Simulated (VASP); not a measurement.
# SrO (P6_3/mmc) in VASP: a series of runs

Aim: see how the results for SrO move with the level of theory and the settings. Levels: LDA, PBEsol. Tasks: single point.

Everything below comes from runs of VASP 6.6.1. Logs are shortened: lines on timing, memory, paths and dates and some standing lists are left out, and cuts for length are marked.

## (1) The cell of the first run

Symmetry: P6_3/mmc, No. 194, hexagonal system. Conventional cell: a = 3.623 Å, b = 3.623 Å, c = 6.339 Å, α = 90.00°, β = 90.00°, γ = 120.00°. Within 3.5 Å of Sr (site symmetry -6m2) lie 6 O at 2.62 Å. Within 3.5 Å of O (site symmetry -3m) lie 6 Sr at 2.62 Å and 2 O at 3.17 Å.

## (2) Single point, LDA (volume scaled by 1.06)

File INCAR:

```
ALGO = Normal ; EDIFF = 1E-7
ENCUT = 520 ; ISIF = 2
ISMEAR = -1 ; LASPH = True
LCHARG = True ; LELF = True
LREAL = False ; LVHAR = True
LWAVE = False ; NBANDS = 24
NELM = 80 ; PREC = Accurate
SIGMA = 0.05
```

File KPOINTS:

```
k-points
0
Gamma
  9 9 5
```

File POSCAR:

```
SrO
1.0
    3.6229780985      0.0000000000      0.0000000000
   -1.8114890493      3.1375910707      0.0000000000
    0.0000000000      0.0000000000      6.3392428589
Sr O
2 2
Direct
    0.6666666667      0.3333333333      0.7500000000
    0.3333333333      0.6666666667      0.2500000000
    0.0000000000      0.0000000000      0.5000000000
    0.0000000000      0.0000000000      0.0000000000
```

Potentials or basis: VASP PAW LDA potentials, release 64 (Sr_sv, O).

Command:

```
cat potpaw_LDA.64/Sr_sv/POTCAR potpaw_LDA.64/O/POTCAR > POTCAR
mpirun -np 1 vasp_std > vasp.out
```

OUTCAR:

```text
EDIFF = 1E-7
   ENCUT = 520
   ISIF = 2
   ISMEAR = -1
   LASPH = True
   LREAL = False
   NELM = 80
   PREC = Accurate

 ion  position               nearest neighbor table
   1  0.667  0.333  0.750-   3 2.62   4 2.62   3 2.62   4 2.62   3 2.62   4 2.62   2 3.80   2 3.80
                             2 3.80   2 3.80   2 3.80   2 3.80
   2  0.333  0.667  0.250-   3 2.62   4 2.62   3 2.62   4 2.62   3 2.62   4 2.62   1 3.80   1 3.80
                             1 3.80   1 3.80   1 3.80   1 3.80
   3  0.000  0.000  0.500-   1 2.62   2 2.62   1 2.62   2 2.62   1 2.62   2 2.62
   4  0.000  0.000  0.000-   1 2.62   2 2.62   1 2.62   2 2.62   1 2.62   2 2.62

  LATTYP: Found a hexagonal cell.
 ALAT       =     3.6229780985
 C/A-ratio  =     1.7497325920

  Lattice vectors:

 A1 = (   3.6229780985,   0.0000000000,   0.0000000000)
 A2 = (  -1.8114890493,   3.1375910707,   0.0000000000)
 A3 = (   0.0000000000,   0.0000000000,   6.3392428589)

Analysis of symmetry for initial positions (statically):
=====================================================================
 Subroutine PRICEL returns:
 Original cell was already a primitive cell.

 Routine SETGRP: Setting up the symmetry group for a
 hexagonal supercell.

 Subroutine GETGRP returns: Found 24 space group operations
 (whereof 12 operations were pure point group operations)
 out of a pool of 24 trial point group operations.

The static configuration has the point symmetry D_3d.
 The point group associated with its full space group is D_6h.

Analysis of symmetry for dynamics (positions and initial velocities):
=====================================================================
 Subroutine PRICEL returns:
 Original cell was already a primitive cell.

 Routine SETGRP: Setting up the symmetry group for a
 hexagonal supercell.

 Subroutine GETGRP returns: Found 24 space group operations
 (whereof 12 operations were pure point group operations)
 out of a pool of 24 trial point group operations.

The dynamic configuration has the point symmetry D_3d.
 The point group associated with its full space group is D_6h.

 Subroutine INISYM returns: Found 24 space group operations
 (whereof 12 operations are pure point group operations),
 and found     1 'primitive' translations

----------------------------------------------------------------------------------------

                                     Primitive cell

  volume of cell :      72.0609

  direct lattice vectors                    reciprocal lattice vectors
     3.622978098  0.000000000  0.000000000     0.276016021  0.159357924  0.000000000
    -1.811489049  3.137591071  0.000000000     0.000000000  0.318715848  0.000000000
     0.000000000  0.000000000  6.339242859     0.000000000  0.000000000  0.157747545

  length of vectors
     3.622978098  3.622978099  6.339242859     0.318715848  0.318715848  0.157747545

  position of ions in fractional coordinates (direct lattice)
     0.666666667  0.333333333  0.750000000
     0.333333333  0.666666667  0.250000000
     0.000000000  0.000000000  0.500000000
     0.000000000  0.000000000  0.000000000

  ion indices of the primitive-cell ions
   primitive index   ion index
                 1           1
                 2           2
                 3           3
                 4           4

----------------------------------------------------------------------------------------

 KPOINTS: k-points

Automatic generation of k-mesh.
 Grid dimensions read from file:
 generate k-points for:    9    9    5

 Generating k-lattice:

  Cartesian coordinates                     Fractional coordinates (reciprocal lattice)
     0.030668447  0.017706436  0.000000000     0.111111111 -0.000000000  0.000000000
     0.000000000  0.035412872  0.000000000     0.000000000  0.111111111  0.000000000
     0.000000000  0.000000000  0.031549509     0.000000000  0.000000000  0.200000000

  Length of vectors
     0.035412872  0.035412872  0.031549509

  Shift w.r.t. Gamma in fractional coordinates (k-lattice)
     0.000000000  0.000000000  0.000000000

 Subroutine IBZKPT returns following result:
 ===========================================

 Found     36 irreducible k-points:

 Following reciprocal coordinates:
            Coordinates               Weight
  0.000000  0.000000  0.000000      1.000000
  0.111111 -0.000000  0.000000      6.000000
  0.222222 -0.000000  0.000000      6.000000
  0.333333 -0.000000  0.000000      6.000000
  0.444444 -0.000000  0.000000      6.000000
  0.111111  0.111111  0.000000      6.000000
[... 16 lines left out ...]
  0.333333  0.222222  0.200000     24.000000
  0.333333  0.333333  0.200000      4.000000
 [... further k-points ...]
   k-points           NKPTS =     36   k-points in BZ     NKDIM =     36   number of bands    NBANDS=     24
   number of dos      NEDOS =    301   number of ions     NIONS =      4
   total plane-waves  NPLWV =  37632
   dimension x,y,z NGX =    28 NGY =   28 NGZ =   48
   dimension x,y,z NGXF=    56 NGYF=   56 NGZF=   96
   ions per type =               2   2
   NGX,Y,Z   is equivalent  to a cutoff of  12.85, 12.85, 12.59 a.u.
   NGXF,Y,Z  is equivalent  to a cutoff of  25.70, 25.70, 25.18 a.u.
 SYSTEM =  unknown system
   PREC   = accura    normal or accurate (medium, high low for compatibility)
   ISTART =      0    job   : 0-new  1-cont  2-samecut
   ICHARG =      2    charge: 1-file 2-atom 10-const
   ISPIN  =      1    spin polarized calculation?
   LNONCOLLINEAR =      F non collinear calculations
   LSORBIT =      F    spin-orbit coupling
   LASPH  =      T    aspherical Exc in radial PAW
   ENCUT  =  520.0 eV  38.22 Ry    6.18 a.u.   6.74  6.74 11.79*2*pi/ulx,y,z
   NELM   =     80;   NELMIN=  2; NELMDL= -5     # of ELM steps
   EDIFF  = 0.1E-06   stopping-criterion for ELM
   LREAL  =      F    real-space projection
   EDIFFG = 0.1E-05   stopping-criterion for IOM
   NSW    =      0    number of steps for IOM
   IBRION =     -1    ionic relax: 0-MD 1-quasi-New 2-CG
   NFREE  =      0    steps in history (QN), initial steepest desc. (CG)
   ISIF   =      2    stress and relaxation
   ISYM   =      2    0-nonsym 1-usesym 2-fastsym
   POTIM  = 0.5000    time-step for ionic-motion
   TEBEG  =    0.0;   TEEND  =   0.0 temperature during run
   PSTRESS=    0.0 pullay stress
   NELECT =      32.0000    total number of electrons
   NUPDOWN=      -1.0000    fix difference up-down
   EMIN   =  10.00;   EMAX   =-10.00  energy-range for DOS
   EFERMI =   0.00;   METHOD = LEGACY
   ISMEAR =    -1;   SIGMA  =   0.05  broadening in eV -4-tet -1-fermi 0-gaus
   EFERMI_NEDOS =   21; number of points for ismear=-14 and -15
   IALGO  =     38    algorithm
   IMIX   =      4    mixing-type and parameters
     AMIX     =   0.40;   BMIX     =  1.00
     AMIX_MAG =   1.60;   BMIX_MAG =  1.00
  volume/ion in A,a.u.               =      18.02       121.57
  Fermi-wavevector in a.u.,A,eV,Ry     =   1.248988  2.360246 21.224702  1.559972
  Thomas-Fermi vector in A             =   2.383050
   LORBIT       =      0    0 simple, 1 ext, 2 COOP (PROOUT), +10 PAW based schemes
   GGA     = CA    functional components
   LHFCALC =     F    Hartree Fock is set to
   AEXX    =    0.0000 exact exchange contribution
   IVDW    =     0    specifies the selected vdW correction
   LEPSILON=     F    determine dielectric tensor
   LRPA    =     F    only Hartree local field effects (RPA)
 non-spin polarized calculation
  energy-cutoff  :      520.00
  volume of cell :       72.06
 maximum number of plane-waves:      1961
 NGX is ok and might be reduce to    28
   NGX = 13   NGY = 13   NGZ = 23

 number of electron      31.9999988 magnetization

 Free energy of the ion-electron system (eV)
  ---------------------------------------------------
  ext. energy  EPLUGINS =         0.00000000
  ---------------------------------------------------
  free energy    TOTEN  =       -26.23455825 eV

  energy without entropy =      -26.23455825  energy(sigma->0) =      -26.23455825

 E-fermi :   2.5897     XC(G=0): -10.2492

 val. band max:        1.5787401636   @ k =   0.0000   0.0000   0.0000
 cond. band min:       4.1425501370   @ k =   0.0000   0.0000   0.0000
 fundamental gap:      2.5638099735
 Fermi energy:         2.5896694674

 k-point     1 :       0.0000    0.0000    0.0000
  band No.  band energies     occupation
      1     -31.2668      2.00000
      2     -31.1805      2.00000
      3     -15.1131      2.00000
      4     -13.5286      2.00000
      5     -13.0829      2.00000
      6     -13.0829      2.00000
[... 16 lines left out ...]
     23       8.6819      0.00000
     24       9.4602      0.00000

 k-point     2 :       0.1111   -0.0000    0.0000
  band No.  band energies     occupation
      1     -31.2537      2.00000
      2     -31.1724      2.00000
      3     -15.0243      2.00000
      4     -13.8926      2.00000
      5     -13.1797      2.00000
      6     -13.1199      2.00000
[... 16 lines left out ...]
     23       8.8747      0.00000
     24       9.1655      0.00000

 k-point     3 :       0.2222   -0.0000    0.0000
  band No.  band energies     occupation
      1     -31.2198      2.00000
      2     -31.1523      2.00000
      3     -14.7671      2.00000
      4     -14.3926      2.00000
      5     -13.4113      2.00000
      6     -13.1988      2.00000
[... 16 lines left out ...]
     23       9.1776      0.00000
     24       9.3696      0.00000
[... 514 lines left out ...]
 k-point    23 :       0.3333    0.2222    0.2000
  band No.  band energies     occupation
      1     -31.1329      2.00000
      2     -31.1185      2.00000
      3     -14.9406      2.00000
      4     -14.0917      2.00000
      5     -13.5750      2.00000
      6     -13.4963      2.00000
[... 16 lines left out ...]
     23      10.3629      0.00000
     24      10.7877      0.00000

 k-point    24 :       0.3333    0.3333    0.2000
  band No.  band energies     occupation
      1     -31.1202      2.00000
      2     -31.1202      2.00000
      3     -14.9476      2.00000
      4     -13.9498      2.00000
      5     -13.6615      2.00000
      6     -13.6615      2.00000
[... 16 lines left out ...]
     23      10.7359      0.00000
     24      10.7359      0.00000

 [... further k-points ...]

------------------------ aborting loop because EDIFF is reached ----------------------------------------

  FORCE on cell =-STRESS in cart. coord.  units (eV):
  Direction    XX          YY          ZZ          XY          YZ          ZX
  --------------------------------------------------------------------------------------
  -------------------------------------------------------------------------------------
  Total       -3.7785617     -3.7785617     -4.4996887      0.0000000     -0.0000000      0.0000000
  in kB      -84.0112910    -84.0112910   -100.0445903      0.0000000     -0.0000000      0.0000000
  external PRESSURE =     -89.3557241 kB  Pullay stress =       0.0000000 kB

 VOLUME and BASIS-vectors are now :
 -----------------------------------------------------------------------------
  energy-cutoff  :      520.00
  volume of cell :       72.06
      direct lattice vectors                 reciprocal lattice vectors
     3.622978098  0.000000000  0.000000000     0.276016021  0.159357924  0.000000000
    -1.811489049  3.137591071  0.000000000     0.000000000  0.318715848  0.000000000
     0.000000000  0.000000000  6.339242859     0.000000000  0.000000000  0.157747545

 POSITION                                       TOTAL-FORCE (eV/Angst)
 -----------------------------------------------------------------------------------
      1.81149      1.04586      4.75443         0.000000      0.000000      0.000000
     -0.00000      2.09173      1.58481         0.000000     -0.000000      0.000000
      0.00000      0.00000      3.16962        -0.000000      0.000000      0.000000
      0.00000      0.00000      0.00000         0.000000      0.000000      0.000000
 -----------------------------------------------------------------------------------
    total drift:                               -0.000000      0.000000     -0.000000

  FREE ENERGIE OF THE ION-ELECTRON SYSTEM (eV)
  ---------------------------------------------------
  free  energy   TOTEN  =       -26.2345582504 eV

  energy  without entropy=      -26.2345582504  energy(sigma->0) =      -26.23455825
```

It took 24 s on 1 thread of Intel Xeon 6975P-C (Granite Rapids), shared host; peak memory 0.19 GiB.

What came out:

```yaml
Free_energy: -26.2346 eV
Pressure: -8.9 GPa
Band_gap_on_the_k_mesh: 2.56 eV, direct
```

Stress tensor (GPa, compression positive):
```
 -8.40   0.00   0.00
  0.00  -8.40   0.00
  0.00   0.00 -10.00
```

Caveat: the cell differs from its parent crystal (volume scaled by 1.06). A k mesh can miss the band edges.

## (3) Single point, PBEsol (volume scaled by 1.06)

File INCAR:

```
SYSTEM = SrO
  ALGO = Normal
  EDIFF = 1E-6
  ENCUT = 520
  GGA = PS
  ISIF = 2
  ISMEAR = -1
  LASPH = .True.
  LCHARG = .False.
  LREAL = .False.
  LWAVE = .False.
  NBANDS = 24
  NELM = 60
  PREC = Accurate
  SIGMA = 0.05
```

File KPOINTS:

```
k-points
0
Gamma
  9 9 5
  0 0 0
```

POSCAR is that of step 2.

Potentials or basis: VASP PAW PBE potentials, release 64 (Sr_sv, O).

Command:

```
cat potpaw_PBE.64/Sr_sv/POTCAR potpaw_PBE.64/O/POTCAR > POTCAR
mpirun -np 1 vasp_std > vasp.out
```

Run time: 23 s. Hardware: 1 thread of Intel Xeon 6975P-C (Granite Rapids), shared host; peak memory 0.21 GiB.

The run converged. Its results:

```yaml
Free_energy: -24.8473 eV
Pressure: -6.0 GPa
Band_gap_on_the_k_mesh: 2.61 eV, direct
```

Stress tensor (GPa, compression positive):
```
-5.60  0.00  0.00
 0.00 -5.60  0.00
 0.00  0.00 -6.89
```

Levels at points of the mesh, in eV from the valence-band top:
```
           k point  band 13  band 14  band 15  band 16  band 17  band 18  band 19  band 20
(0.00, 0.00, 0.00)    -0.95    -0.70    -0.70     0.00     2.61     4.80     5.00     6.01
```

Caveat: the cell differs from its parent crystal (volume scaled by 1.06); the PAW data sets were made with another functional, which shifts forces and pressure a little.

## (4) Single point, LDA

This run uses another cell than the first one, of 17.00 Å³/atom, 0.943 times its volume.

File INCAR:

```
PREC     = Accurate       # precision mode
ENCUT    = 520            # plane-wave cutoff, eV
EDIFF    = 1E-6           # SCF threshold, eV
ISMEAR   = -1             # smearing method
SIGMA    = 0.05           # smearing width, eV
LREAL    = F              # projectors in reciprocal space
LASPH    = T              # aspherical terms in the spheres
NELM     = 100            # most SCF steps
ALGO     = Normal         # electronic algorithm
ISIF     = 2              # what is computed and relaxed
LWAVE    = F              # write WAVECAR
LCHARG   = F              # write CHGCAR
NBANDS   = 24             # bands
```

File KPOINTS:

```
regular mesh
0
Gamma
  9 9 5
```

File POSCAR:

```
SrO
1.0
    3.5532880902      0.0000000000      0.0000000000
   -1.7766440451      3.0772377531      0.0000000000
    0.0000000000      0.0000000000      6.2173039800
Sr O
2 2
Direct
    0.6666666667      0.3333333333      0.7500000000
    0.3333333333      0.6666666667      0.2500000000
    0.0000000000      0.0000000000      0.5000000000
    0.0000000000      0.0000000000      0.0000000000
```

Potentials or basis: VASP PAW LDA potentials, release 64 (Sr_sv, O).

Command:

```
cat potpaw_LDA.64/Sr_sv/POTCAR potpaw_LDA.64/O/POTCAR > POTCAR
mpirun -np 1 vasp_std > vasp.out
```

Run time: 46 s. Hardware: 1 thread of Intel Xeon Platinum 8259CL at 2.50GHz (Skylake/Cascade Lake), shared host; peak memory 0.18 GiB.

It converged, with:

```
Free energy            : -26.4118 eV
Pressure               : -5.0 GPa
Band gap on the k mesh : 2.88 eV, direct
```

Stress tensor (GPa, compression positive):
```
-4.67  0.00  0.00
 0.00 -4.67  0.00
 0.00  0.00 -5.60
```

Levels at points of the mesh, in eV from the valence-band top:
| k point | band 13 | band 14 | band 15 | band 16 | band 17 | band 18 | band 19 | band 20 |
| --- | --- | --- | --- | --- | --- | --- | --- | --- |
| (0.00, 0.00, 0.00) | -1.04 | -0.79 | -0.79 | 0.00 | 2.88 | 4.87 | 5.00 | 6.09 |

A k mesh can miss the band edges. LDA gaps usually lie below the measured ones, often by a third to a half.

## (5) Summary

| level | potentials or basis | cell | gap on the mesh (eV) | pressure (GPa) |
| --- | --- | --- | --- | --- |
| LDA | VASP PAW LDA potentials, release 64 (Sr_sv, O) | a = 3.623, b = 3.623, c = 6.339 Å, angles 90.0, 90.0, 120.0°, 4 atoms | 2.56 | -8.9 |
| PBEsol | VASP PAW PBE potentials, release 64 (Sr_sv, O) | a = 3.623, b = 3.623, c = 6.339 Å, angles 90.0, 90.0, 120.0°, 4 atoms | 2.61 | -6.0 |
| LDA | VASP PAW LDA potentials, release 64 (Sr_sv, O) | a = 3.553, b = 3.553, c = 6.217 Å, angles 90.0, 90.0, 120.0°, 4 atoms | 2.88 | -5.0 |

Alike in all rows: task single point; no spin polarisation; k mesh 9 × 9 × 5; cutoff (eV) 520; smearing fermi-dirac 0.05 eV.

Caveats: the PAW data sets were made with another functional, which shifts forces and pressure a little (some runs).

Total energies depend on the potentials used, so only differences within one code and one set of settings carry meaning.
